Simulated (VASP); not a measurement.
# ScAl3 (I4/mmm) in VASP: notebook

ScAl3 is run at these levels: PBE; tasks: single point, relaxation of cell and atoms.

All numbers are computed with VASP 6.6.1; they aren't measurements. Logs are shortened: lines on timing, memory, paths and dates and some standing lists are left out, and cuts for length are marked.

## (1) The cell of the first run

Symmetry: I4/mmm, No. 139, tetragonal system. The conventional cell has a = 4.023 Å, b = 4.023 Å, c = 8.818 Å, α = 90.00°, β = 90.00°, γ = 90.00°. Within 3.7 Å of Sc (site symmetry 4/mmm) lie 12 Al at 2.84 to 2.98 Å. Within 3.7 Å of Al (site symmetry -4m2) lie 8 Al at 2.84 to 2.98 Å and 4 Sc at 2.98 Å. Al (site symmetry 4/mmm) has 4 Sc at 2.84 Å and 8 Al at 2.98 Å within 3.7 Å.

## (2) Single point, PBE

INCAR

```
PREC = Accurate
ENCUT = 520
EDIFF = 1E-6
ISMEAR = 0
SIGMA = 0.1
LREAL = F
LASPH = T
NELM = 100
ALGO = Fast
ISIF = 2
LWAVE = F
LCHARG = T
GGA = PE
LELF = T
LVHAR = T
NBANDS = 18
```

KPOINTS

```
Automatic mesh
0
Gamma
  14 14 14
```

POSCAR

```
ScAl3
1.0
   -2.0116331879      2.0116331879      4.4088862366
    2.0116331879     -2.0116331879      4.4088862366
    2.0116331879      2.0116331879     -4.4088862366
Sc Al
1 3
Direct
    0.0000000000      0.0000000000      0.0000000000
    0.7500000000      0.2500000000      0.5000000000
    0.2500000000      0.7500000000      0.5000000000
    0.5000000000      0.5000000000      0.0000000000
```

Potentials or basis: VASP PAW PBE potentials, release 64 (Sc_sv, Al).

Started as:

```sh
cat potpaw_PBE.64/Sc_sv/POTCAR potpaw_PBE.64/Al/POTCAR > POTCAR
mpirun -np 1 vasp_std > vasp.out
```

OUTCAR:

```text
PREC = Accurate
   ENCUT = 520
   EDIFF = 1E-6
   ISMEAR = 0
   LREAL = F
   LASPH = T
   NELM = 100
   ISIF = 2
   GGA = PE

 ion  position               nearest neighbor table
   1  0.000  0.000  0.000-   4 2.84   4 2.84   4 2.84   4 2.84   3 2.98   2 2.98   3 2.98   3 2.98
                             2 2.98   2 2.98   3 2.98   2 2.98
   2  0.750  0.250  0.500-   3 2.84   3 2.84   3 2.84   3 2.84   4 2.98   1 2.98   4 2.98   1 2.98
                             4 2.98   4 2.98   1 2.98   1 2.98
   3  0.250  0.750  0.500-   2 2.84   2 2.84   2 2.84   2 2.84   4 2.98   1 2.98   4 2.98   4 2.98
                             1 2.98   1 2.98   4 2.98   1 2.98
   4  0.500  0.500  0.000-   1 2.84   1 2.84   1 2.84   1 2.84   3 2.98   2 2.98   3 2.98   2 2.98
                             3 2.98   3 2.98   2 2.98   2 2.98

  LATTYP: Found a body centered tetragonal cell.
 ALAT       =     4.0232663758
 C/A-ratio  =     2.1916949189

  Lattice vectors:

 A1 = (  -2.0116331879,   2.0116331879,   4.4088862366)
 A2 = (   2.0116331879,  -2.0116331879,   4.4088862366)
 A3 = (   2.0116331879,   2.0116331879,  -4.4088862366)

Analysis of symmetry for initial positions (statically):
=====================================================================
 Subroutine PRICEL returns:
 Original cell was already a primitive cell.

 Routine SETGRP: Setting up the symmetry group for a
 body centered tetragonal supercell.

 Subroutine GETGRP returns: Found 16 space group operations
 (whereof 16 operations were pure point group operations)
 out of a pool of 16 trial point group operations.

The static configuration has the point symmetry D_4h.

Analysis of symmetry for dynamics (positions and initial velocities):
=====================================================================
 Subroutine PRICEL returns:
 Original cell was already a primitive cell.

 Routine SETGRP: Setting up the symmetry group for a
 body centered tetragonal supercell.

 Subroutine GETGRP returns: Found 16 space group operations
 (whereof 16 operations were pure point group operations)
 out of a pool of 16 trial point group operations.

The dynamic configuration has the point symmetry D_4h.

 Subroutine INISYM returns: Found 16 space group operations
 (whereof 16 operations are pure point group operations),
 and found     1 'primitive' translations

----------------------------------------------------------------------------------------

                                     Primitive cell

  volume of cell :      71.3652

  direct lattice vectors                    reciprocal lattice vectors
    -2.011633188  2.011633188  4.408886237     0.000000000  0.248554261  0.113407326
     2.011633188 -2.011633188  4.408886237     0.248554261  0.000000000  0.113407326
     2.011633188  2.011633188 -4.408886237     0.248554261  0.248554261  0.000000000

  length of vectors
     5.247057653  5.247057653  5.247057653     0.273204030  0.273204030  0.351508807

  position of ions in fractional coordinates (direct lattice)
     0.000000000  0.000000000  0.000000000
     0.750000000  0.250000000  0.500000000
     0.250000000  0.750000000  0.500000000
     0.500000000  0.500000000  0.000000000

  ion indices of the primitive-cell ions
   primitive index   ion index
                 1           1
                 2           2
                 3           3
                 4           4

----------------------------------------------------------------------------------------

 KPOINTS: Automatic mesh

Automatic generation of k-mesh.
 Grid dimensions read from file:
 generate k-points for:   14   14   14

 Generating k-lattice:

  Cartesian coordinates                     Fractional coordinates (reciprocal lattice)
     0.000000000  0.017753876  0.008100523     0.071428571  0.000000000 -0.000000000
     0.017753876  0.000000000  0.008100523     0.000000000  0.071428571 -0.000000000
     0.017753876  0.017753876  0.000000000     0.000000000  0.000000000  0.071428571

  Length of vectors
     0.019514574  0.019514574  0.025107772

  Shift w.r.t. Gamma in fractional coordinates (k-lattice)
     0.000000000  0.000000000  0.000000000

 Subroutine IBZKPT returns following result:
 ===========================================

 Found    244 irreducible k-points:

 Following reciprocal coordinates:
            Coordinates               Weight
  0.000000  0.000000  0.000000      1.000000
  0.071429  0.000000 -0.000000      8.000000
  0.142857  0.000000 -0.000000      8.000000
  0.214286  0.000000 -0.000000      8.000000
  0.285714  0.000000 -0.000000      8.000000
  0.357143  0.000000 -0.000000      8.000000
[... 16 lines left out ...]
  0.214286  0.142857 -0.000000     16.000000
  0.285714  0.142857 -0.000000     16.000000
 [... further k-points ...]
   k-points           NKPTS =    244   k-points in BZ     NKDIM =    244   number of bands    NBANDS=     18
   number of dos      NEDOS =    301   number of ions     NIONS =      4
   total plane-waves  NPLWV =  64000
   dimension x,y,z NGX =    40 NGY =   40 NGZ =   40
   dimension x,y,z NGXF=    80 NGYF=   80 NGZF=   80
   ions per type =               1   3
   NGX,Y,Z   is equivalent  to a cutoff of  12.67, 12.67, 12.67 a.u.
   NGXF,Y,Z  is equivalent  to a cutoff of  25.35, 25.35, 25.35 a.u.
 SYSTEM =  unknown system
   PREC   = accura    normal or accurate (medium, high low for compatibility)
   ISTART =      0    job   : 0-new  1-cont  2-samecut
   ICHARG =      2    charge: 1-file 2-atom 10-const
   ISPIN  =      1    spin polarized calculation?
   LNONCOLLINEAR =      F non collinear calculations
   LSORBIT =      F    spin-orbit coupling
   LASPH  =      T    aspherical Exc in radial PAW
   ENCUT  =  520.0 eV  38.22 Ry    6.18 a.u.   9.76  9.76  9.76*2*pi/ulx,y,z
   NELM   =    100;   NELMIN=  2; NELMDL= -5     # of ELM steps
   EDIFF  = 0.1E-05   stopping-criterion for ELM
   LREAL  =      F    real-space projection
   EDIFFG = 0.1E-04   stopping-criterion for IOM
   NSW    =      0    number of steps for IOM
   IBRION =     -1    ionic relax: 0-MD 1-quasi-New 2-CG
   NFREE  =      0    steps in history (QN), initial steepest desc. (CG)
   ISIF   =      2    stress and relaxation
   ISYM   =      2    0-nonsym 1-usesym 2-fastsym
   POTIM  = 0.5000    time-step for ionic-motion
   TEBEG  =    0.0;   TEEND  =   0.0 temperature during run
   PSTRESS=    0.0 pullay stress
   NELECT =      20.0000    total number of electrons
   NUPDOWN=      -1.0000    fix difference up-down
   EMIN   =  10.00;   EMAX   =-10.00  energy-range for DOS
   EFERMI =   0.00;   METHOD = LEGACY
   ISMEAR =     0;   SIGMA  =   0.10  broadening in eV -4-tet -1-fermi 0-gaus
   EFERMI_NEDOS =   21; number of points for ismear=-14 and -15
   IALGO  =     68    algorithm
   IMIX   =      4    mixing-type and parameters
     AMIX     =   0.40;   BMIX     =  1.00
     AMIX_MAG =   1.60;   BMIX_MAG =  1.00
  volume/ion in A,a.u.               =      17.84       120.40
  Fermi-wavevector in a.u.,A,eV,Ry     =   1.071329  2.024517 15.616017  1.147745
  Thomas-Fermi vector in A             =   2.207066
   LORBIT       =      0    0 simple, 1 ext, 2 COOP (PROOUT), +10 PAW based schemes
   GGA     = PE    functional components
   LHFCALC =     F    Hartree Fock is set to
   AEXX    =    0.0000 exact exchange contribution
   IVDW    =     0    specifies the selected vdW correction
   LEPSILON=     F    determine dielectric tensor
   LRPA    =     F    only Hartree local field effects (RPA)
 non-spin polarized calculation
 RMM-DIIS sequential band-by-band and
 Gauss-broadening in eV      SIGMA  =   0.10
  energy-cutoff  :      520.00
  volume of cell :       71.37
 maximum number of plane-waves:      1945
   NGX = 19   NGY = 19   NGZ = 19

 number of electron      19.9999998 magnetization

 Free energy of the ion-electron system (eV)
  ---------------------------------------------------
  ext. energy  EPLUGINS =         0.00000000
  ---------------------------------------------------
  free energy    TOTEN  =       -18.94223565 eV

  energy without entropy =      -18.93116765  energy(sigma->0) =      -18.93670165

 E-fermi :   6.5125     XC(G=0): -10.2528

 val. band max:        6.5114590561   @ k =   0.5000   0.1429   0.0714
 cond. band min:       6.5143953202   @ k =  -0.1429  -0.2857   0.1429
 fundamental gap:      0.0029362641
 Fermi energy:         6.5125114903

 k-point     1 :       0.0000    0.0000    0.0000
  band No.  band energies     occupation
      1     -42.3618      2.00000
      2     -21.0567      2.00000
      3     -21.0376      2.00000
      4     -21.0376      2.00000
      5      -2.9053      2.00000
      6       3.9832      2.00000
[... 10 lines left out ...]
     17      11.0536      0.00000
     18      12.1593      0.00000

 k-point     2 :       0.0714    0.0000   -0.0000
  band No.  band energies     occupation
      1     -42.3617      2.00000
      2     -21.0566      2.00000
      3     -21.0393      2.00000
      4     -21.0375      2.00000
      5      -2.8467      2.00000
      6       3.6989      2.00000
[... 10 lines left out ...]
     17      11.1145      0.00000
     18      12.3850      0.00000

 k-point     3 :       0.1429    0.0000   -0.0000
  band No.  band energies     occupation
      1     -42.3615      2.00000
      2     -21.0565      2.00000
      3     -21.0441      2.00000
      4     -21.0371      2.00000
      5      -2.6717      2.00000
      6       3.3109      2.00000
[... 10 lines left out ...]
     17      11.0927      0.00000
     18      11.5208      0.00000

 k-point     4 :       0.2143    0.0000   -0.0000
  band No.  band energies     occupation
      1     -42.3611      2.00000
      2     -21.0563      2.00000
      3     -21.0511      2.00000
      4     -21.0366      2.00000
      5      -2.3832      2.00000
      6       2.8242      2.00000
[... 375 lines left out ...]
      4     -21.0432      2.00000
      5      -2.3636      2.00000
      6       2.6655      2.00000
[... 10 lines left out ...]
     17      11.3089      0.00000
     18      11.3773      0.00000

 k-point    23 :       0.2143    0.1429   -0.0000
  band No.  band energies     occupation
      1     -42.3609      2.00000
      2     -21.0565      2.00000
      3     -21.0504      2.00000
      4     -21.0430      2.00000
      5      -2.0428      2.00000
      6       2.3693      2.00000
[... 10 lines left out ...]
     17      11.3081      0.00000
     18      11.8466      0.00000

 k-point    24 :       0.2857    0.1429   -0.0000
  band No.  band energies     occupation
      1     -42.3605      2.00000
      2     -21.0585      2.00000
      3     -21.0557      2.00000
      4     -21.0423      2.00000
      5      -1.6183      2.00000
      6       1.9202      2.00000
[... 10 lines left out ...]
     17      11.4053      0.00000
     18      12.4428      0.00000

 [... further k-points ...]

------------------------ aborting loop because EDIFF is reached ----------------------------------------

  FORCE on cell =-STRESS in cart. coord.  units (eV):
  Direction    XX          YY          ZZ          XY          YZ          ZX
  --------------------------------------------------------------------------------------
  -------------------------------------------------------------------------------------
  Total        0.0029146      0.0029146      0.0049015      0.0000000     -0.0000000      0.0000000
  in kB        0.0654350      0.0654350      0.1100416      0.0000000     -0.0000000      0.0000000
  external PRESSURE =       0.0803039 kB  Pullay stress =       0.0000000 kB

 VOLUME and BASIS-vectors are now :
 -----------------------------------------------------------------------------
  energy-cutoff  :      520.00
  volume of cell :       71.37
      direct lattice vectors                 reciprocal lattice vectors
    -2.011633188  2.011633188  4.408886237     0.000000000  0.248554261  0.113407326
     2.011633188 -2.011633188  4.408886237     0.248554261  0.000000000  0.113407326
     2.011633188  2.011633188 -4.408886237     0.248554261  0.248554261  0.000000000

 POSITION                                       TOTAL-FORCE (eV/Angst)
 -----------------------------------------------------------------------------------
      0.00000      0.00000      0.00000         0.000000     -0.000000      0.000000
     -0.00000      2.01163      2.20444        -0.000000     -0.000000     -0.000000
      2.01163     -0.00000      2.20444         0.000000      0.000000      0.000000
      0.00000      0.00000      4.40889         0.000000     -0.000000      0.000000
 -----------------------------------------------------------------------------------
    total drift:                               -0.000000     -0.000000     -0.000000

  FREE ENERGIE OF THE ION-ELECTRON SYSTEM (eV)
  ---------------------------------------------------
  free  energy   TOTEN  =       -18.9422356468 eV

  energy  without entropy=      -18.9311676459  energy(sigma->0) =      -18.93670165
```

It took 7.5 min on 1 thread of Intel Xeon Platinum 8259CL at 2.50GHz (Skylake/Cascade Lake), shared host; peak memory 0.46 GiB.

Results:

```
Free energy            : -18.9422 eV
Pressure               : 0.0 GPa
Band gap on the k mesh : zero (bands 10 and 11 overlap by 2.11 eV)
```

## (3) Single point, PBE

This run uses another cell than the first one, of 15.55 Å³/atom.

INCAR

```
SYSTEM = ScAl3
  ALGO = Fast
  EDIFF = 1E-6
  ENCUT = 520
  GGA = PE
  ISIF = 2
  ISMEAR = -1
  LASPH = .TRUE.
  LCHARG = .FALSE.
  LREAL = .FALSE.
  LWAVE = .FALSE.
  NBANDS = 18
  NELM = 100
  PREC = Accurate
  SIGMA = 0.15
```

KPOINTS

```
k-points
0
G
  16 16 16
  0 0 0
```

POSCAR

```
ScAl3
1.0
   -1.9265522791      1.9265522791      4.1898785001
    1.9265522791     -1.9265522791      4.1898785001
    1.9265522791      1.9265522791     -4.1898785001
Sc Al
1 3
Direct
    0.0000000000      0.0000000000      0.0000000000
    0.7500000000      0.2500000000      0.5000000000
    0.2500000000      0.7500000000      0.5000000000
    0.5000000000      0.5000000000      0.0000000000
```

Potentials or basis: VASP PAW PBE potentials, release 64 (Sc_sv, Al).

Started as:

```sh
cat potpaw_PBE.64/Sc_sv/POTCAR potpaw_PBE.64/Al/POTCAR > POTCAR
mpirun -np 1 vasp_std > vasp.out
```

Wall time 12 min (1 thread of Intel Xeon Platinum 8259CL at 2.50GHz (Skylake/Cascade Lake), shared host); peak memory 0.52 GiB.

It converged, with:

```
Free energy            : -18.6269 eV
Pressure               : 15.1 GPa
Band gap on the k mesh : zero (bands 10 and 11 overlap by 2.04 eV)
```

Levels at points of the mesh, in eV from the Fermi level:
```csv
k point,band 8,band 9,band 10,band 11,band 12,band 13
"(0.00, 0.00, 0.00)",-1.18,-1.18,-1.14,1.84,1.84,1.89
"(0.50, 0.00, 0.00)",-2.68,-0.83,0.35,1.23,1.98,3.01
"(0.50, 0.50, 0.00)",-3.77,-2.50,-1.89,-0.58,2.95,3.10
"(0.50, 0.50, 0.50)",-1.00,-1.00,0.19,1.59,1.59,2.13
```

Caveat: the cell stands under pressure.

## (4) Relaxation of cell and atoms, PBE, target pressure 8 GPa, at which the enthalpy is minimised

This run uses another cell than the first one, of 17.26 Å³/atom.

INCAR

```
PREC = Accurate ; ENCUT = 600
EDIFF = 1E-6 ; ISMEAR = -1
SIGMA = 0.15 ; LREAL = False
LASPH = True ; NELM = 60
ALGO = Fast ; ISIF = 3
LWAVE = False ; LCHARG = False
GGA = PE ; IBRION = 2
NSW = 80 ; EDIFFG = -0.001
PSTRESS = 80.0
```

KPOINTS

```
Automatic mesh
0
Gamma
  14 14 14
```

POSCAR

```
ScAl3
1.0
   -1.9912128604      1.9912128604      4.3539269292
    1.9912128604     -1.9912128604      4.3539269292
    1.9912128604      1.9912128604     -4.3539269292
Sc Al
1 3
Direct
    0.0000000000      0.0000000000      0.0000000000
    0.7500000000      0.2500000000      0.5000000000
    0.2500000000      0.7500000000      0.5000000000
    0.5000000000      0.5000000000      0.0000000000
```

Started as:

```sh
cat potpaw_PBE.64/Sc_sv/POTCAR potpaw_PBE.64/Al/POTCAR > POTCAR
mpirun -np 1 vasp_std > vasp.out
```

Run time: 41 min. Hardware: 1 thread of Intel Xeon Platinum 8259CL at 2.50GHz (Skylake/Cascade Lake), shared host; peak memory 0.51 GiB.

The run converged. Its results:

```yaml
Free_energy: -18.8855 eV
Relaxed_volume: 16.46 Å³/atom
Relaxed_cell: a = 5.099 Å, b = 5.099 Å, c = 5.099 Å, α = 134.75°, β = 134.75°, γ = 65.91°
Space_group_after_relaxing_to_0.1_Å: I4/mmm (No. 139)
Energy_change_on_relaxing_the_run_minimises_the_enthalpy: +27.3 meV/atom
Ionic_steps: 16
Pressure_after_relaxing: 8.0 GPa
Band_gap_on_the_k_mesh: zero (bands 10 and 11 overlap by 2.20 eV)
```

The path:
```csv
step,energy change (eV),largest force (eV/Å),pressure (GPa),volume (Å³)
1,0.0000,0.0000,3.10,69.05
2,0.2259,0.0000,11.57,63.91
3,0.1095,0.0000,8.01,65.82
4,0.1063,0.0000,7.92,65.88
5,0.1065,0.0000,7.91,65.88
6,0.1067,0.0000,7.91,65.87
7,0.1114,0.0000,8.05,65.78
8,0.1093,0.0000,8.01,65.82
9,0.1090,0.0000,7.99,65.83
10,0.1091,0.0000,7.99,65.83
11,0.1092,0.0000,7.99,65.83
12,0.1092,0.0000,7.99,65.82
13,0.1093,0.0000,8.00,65.82
14,0.1094,0.0000,8.00,65.82
15,0.1093,0.0000,8.01,65.82
16,0.1093,0.0000,8.00,65.82
```

Final structure:
```
CELL_PARAMETERS angstrom
-1.96125 1.96125 4.27810
1.96125 -1.96125 4.27810
1.96125 1.96125 -4.27810
ATOMIC_POSITIONS crystal
Sc 0.00000 0.00000 0.00000
Al 0.75000 0.25000 0.50000
Al 0.25000 0.75000 0.50000
Al 0.50000 0.50000 0.00000
```

Levels at points of the mesh, in eV from the Fermi level:
| k point | band 8 | band 9 | band 10 | band 11 | band 12 | band 13 |
| --- | --- | --- | --- | --- | --- | --- |
| (0.00, 0.00, 0.00) | -1.11 | -1.11 | -1.03 | 1.72 | 1.72 | 1.83 |
| (0.50, 0.00, 0.00) | -2.73 | -0.78 | 0.36 | 1.19 | 1.91 | 2.88 |
| (0.50, 0.50, 0.00) | -3.63 | -2.48 | -1.89 | -0.54 | 2.78 | 2.95 |
| (0.50, 0.50, 0.50) | -1.00 | -1.00 | 0.21 | 1.55 | 1.55 | 2.05 |

Caveat: the cell is relaxed towards a set pressure, so the run minimises the enthalpy, not the energy.

## (5) Overview

```tsv
task	cell	k mesh	cutoff (eV)	smearing	gap on the mesh (eV)	pressure (GPa)
single point	a = 5.247 Å, angles 134.9, 134.9, 65.7°, 4 atoms	14 × 14 × 14	520	gaussian 0.1 eV	none	0.0
single point	a = 4.998 Å, angles 134.7, 134.7, 66.1°, 4 atoms	16 × 16 × 16	520	fermi-dirac 0.15 eV	none	15.1
relaxation of cell and atoms	relaxed to 8 GPa from a = 5.185 Å, angles 134.8, 134.8, 65.8°, 4 atoms	14 × 14 × 14	600	fermi-dirac 0.15 eV	none	8.0
```

Alike in all rows: level PBE; potentials or basis VASP PAW PBE potentials, release 64 (Sc_sv, Al); no spin polarisation.

Caveats: the cell stands under pressure (at least some runs); the cell is relaxed towards a set pressure, so the run minimises the enthalpy, not the energy (at least some runs).

Total energies depend on the potentials used, so only differences within one code and one set of settings carry meaning.
